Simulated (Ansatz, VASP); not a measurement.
Si: VASP beside Ansatz

```xyz
2
Lattice="0.0000 2.8001 2.4207 2.8001 0.0000 2.4207 2.8001 2.8001 0.0000" Properties=species:S:1:pos:R:3 pbc="T T T"
Si    2.8001    2.8001    2.4207
Si    4.2002    4.2002    3.6311
```

Alike in both runs: task single point; functional PBE; k mesh 10 × 10 × 10; occupations gaussian, width 0.05 eV; no spin polarisation.

```csv
,VASP,Ansatz
version,VASP 6.6.1,Ansatz 0.2.0
potentials or method,"VASP PAW PBE potentials, release 64 (Si), cutoff 520 eV","scalar-relativistic, plane waves, PAW"
valence electrons in the cell,8,8
```

Ansatz gave:

| Quantity | Value |
| --- | --- |
| gap on the k mesh at the Fermi level (eV) | none |
| pressure (GPa) | 6.6 |
| traceless stress, the component that is largest in VASP (GPa) | 5.99 |

**Question.** What did VASP give for the same quantities?

**Answer.** gap on the k mesh at the Fermi level (eV): none; pressure (GPa): 6.5; traceless stress, the component that is largest in VASP (GPa): 6.02.

A gap of «none» marks a metal or a gap that the smearing closes. With one functional, cell and mesh, what is left measures potentials, basis and numerics.
